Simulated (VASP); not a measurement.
The system is ScBSbP3.

```
Sc B Sb P
1.0
     4.14457    0.00000    0.00000
     0.00000    4.42705    0.00000
     0.00000    0.00000    6.22512
Sc B Sb P
1 1 1 3
Cartesian
  0.0000 0.0000 0.0000
  0.0000 0.0000 3.1126
  2.0723 0.0000 3.1126
  2.0723 2.2135 4.4001
  2.0723 2.2135 1.8251
  2.0723 2.2135 0.0000
```

- Program: VASP 6.6.1
- Task: relaxation of cell and atoms
- Functional: PBE
- Potentials or basis: VASP PAW PBE potentials, release 64 (Sc_sv, B, Sb, P)
- Cutoff: 600 eV
- k mesh: 4 × 4 × 4
- Occupations: gaussian, width 0.1 eV
- Spin: no spin polarisation

At the start: pressure 21.5 GPa; volume 19.04 Å³/atom.

Q: Where does the relaxation end?

A: Over 11 steps the energy falls by 395.1 meV/atom and the volume is 22.50 Å³/atom (+18.2 %); space group Pmmm (No. 47, to 0.05 Å).

Step by step:
```
step  energy change (eV)  largest force (eV/Å)  pressure (GPa)  volume (Å³)
   1              0.0000                6.0919           21.48       114.22
   2             -1.4078                0.4599           -5.93       160.17
   3             -2.3546                0.2183           -0.09       135.23
   4             -2.3586                0.1604            0.23       134.57
   5             -2.3601                0.0901            0.61       133.82
   6             -2.3673                0.0519           -0.15       135.32
   7             -2.3673                0.0618           -0.20       135.43
   8             -2.3687                0.0859           -0.04       135.11
   9             -2.3691                0.1032            0.10       134.85
  10             -2.3701                0.0553            0.06       134.94
  11             -2.3706                0.0027            0.03       135.02
```

Final structure:
```
CELL_PARAMETERS angstrom
4.23176 0.00000 0.00000
0.00000 4.64297 0.00000
0.00000 0.00000 6.87189
ATOMIC_POSITIONS crystal
Sc 0.00000 0.00000 0.00000
B 0.00000 0.00000 0.50000
Sb 0.50000 0.00000 0.50000
P 0.50000 0.50000 0.67856
P 0.50000 0.50000 0.32144
P 0.50000 0.50000 0.00000
```

Caveat: the k points lie up to 0.37 Å⁻¹ apart in the final cell; the volume moved by over 15 % at a fixed basis, so the end points are rough.
